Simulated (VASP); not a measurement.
Here is a VASP 6.6.1 calculation.

File INCAR:

```
SYSTEM = BaCaF4
PREC = Accurate ; ENCUT = 600
EDIFF = 1E-6 ; ISMEAR = -1
SIGMA = 0.02 ; LREAL = .False.
LASPH = .True. ; NELM = 80
ALGO = Normal ; ISIF = 3
LWAVE = .False. ; LCHARG = .False.
GGA = PE ; IBRION = 2
NSW = 80 ; EDIFFG = -0.005
```

File KPOINTS:

```
regular mesh
0
Gamma
  6 6 4
  0 0 0
```

The input POSCAR:

```
BaCaF4
1.0
    4.1078701000      0.0000000000      0.0000000000
    0.0000000000      4.1078701000      0.0000000000
    0.0000000000      0.0000000000      5.8094056100
Ca F Ba
1 4 1
Direct
    0.0000000000      0.0000000000      0.0000000000
    0.0000000000      0.5000000000      0.7500000000
    0.0000000000      0.5000000000      0.2500000000
    0.5000000000      0.0000000000      0.2500000000
    0.5000000000      0.0000000000      0.7500000000
    0.5000000000      0.5000000000      0.5000000000
```

Potentials or basis: VASP PAW PBE potentials, release 64 (Ca_sv, F, Ba_sv).

The run is started by

```console
$ cat potpaw_PBE.64/Ca_sv/POTCAR potpaw_PBE.64/F/POTCAR potpaw_PBE.64/Ba_sv/POTCAR > POTCAR
$ mpirun -np 1 vasp_std > vasp.out
```

Problem. What does it give for the relaxed cell?

Solution. a = 4.139 Å, b = 4.139 Å, c = 6.029 Å, α = 90.00°, β = 90.00°, γ = 90.00°.

Problem. What does it give for the relaxed volume?

Solution. 17.21 Å³/atom.

Problem. Predict the space group after relaxing (to 0.05 Å).

Solution. P4/mmm (No. 123).

The path:
```
step  energy change (eV)  largest force (eV/Å)  pressure (GPa)  volume (Å³)
   1              0.0000                1.4812            6.66        98.03
   2             -0.4156                0.5541           -1.65       107.99
   3             -0.4178                0.4968           -2.11       108.77
   4             -0.4992                0.2983           -1.22       106.28
   5             -0.5396                0.0204            0.31       102.90
   6             -0.5397                0.0021            0.20       103.11
   7             -0.5435                0.0107           -0.01       103.37
   8             -0.5443                0.0185           -0.13       103.51
   9             -0.5444                0.0202           -0.18       103.55
  10             -0.5446                0.0038            0.07       103.16
  11             -0.5446                0.0073            0.02       103.25
  12             -0.5446                0.0077            0.02       103.26
  13             -0.5446                0.0083            0.01       103.27
  14             -0.5446                0.0081            0.00       103.27
  15             -0.5446                0.0033            0.00       103.29
```
